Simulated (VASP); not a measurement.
Be2N:

```xyz
3
Lattice="2.0502 1.1837 1.8399 -2.0502 1.1837 1.8399 0.0000 -2.3674 1.8399" Properties=species:S:1:pos:R:3 pbc="T T T"
Be    0.0000    0.0000    4.2441
Be    0.0000    0.0000    1.2756
N     0.0000    0.0000    2.7599
```

| Property | Result |
| --- | --- |
| Program | VASP 6.6.1 |
| Task | relaxation of cell and atoms |
| Functional | PBE |
| Potentials or basis | VASP PAW PBE potentials, release 64 (Be, N) |
| Cutoff | 600 eV |
| k mesh | 6 × 6 × 6 |
| Occupations | gaussian, width 0.1 eV |
| Spin | no spin polarisation |

At the start: pressure 3.6 GPa; volume 8.93 Å³/atom.

Problem. How do energy, volume and symmetry change on relaxing?

Solution. Over 18 steps the energy falls by 276.1 meV/atom and the volume is 7.42 Å³/atom (-16.9 %); space group R-3m (No. 166, to 0.05 Å).

The path:
```
step  energy change (eV)  largest force (eV/Å)  pressure (GPa)  volume (Å³)
   1              0.0000                1.7747            3.60        26.79
   2             -0.1055                1.5024          -20.35        27.45
   3             -0.2149                0.5243          -12.36        27.17
   4             -0.4283                0.6382           -8.80        24.94
   5             -0.5885                0.7673           -1.14        22.46
   6             -0.1669                1.4162           39.62        17.80
   7             -0.6052                0.8318            2.18        21.78
   8             -0.6067                0.8666            4.01        21.46
   9             -0.7117                0.6046            5.42        21.29
  10             -0.7916                0.1187            9.90        20.91
  11             -0.7818                0.1245           -6.67        22.98
  12             -0.8208                0.0153            1.42        21.85
  13             -0.8208                0.0133            1.57        21.83
  14             -0.8274                0.0405            0.68        22.09
  15             -0.8281                0.0708            0.31        22.22
  16             -0.8281                0.0688            0.33        22.21
  17             -0.8282                0.0323           -0.75        22.32
  18             -0.8284                0.0143           -0.24        22.27
```

Final structure:
```
CELL_PARAMETERS angstrom
1.71452 0.98988 2.18681
-1.71452 0.98988 2.18681
0.00000 -1.97976 2.18681
ATOMIC_POSITIONS crystal
Be 0.75387 0.75387 0.75387
Be 0.24613 0.24613 0.24613
N 0.50000 0.50000 0.50000
```

Caveat: the volume moved by over 15 % at a fixed basis, so the end points are rough.
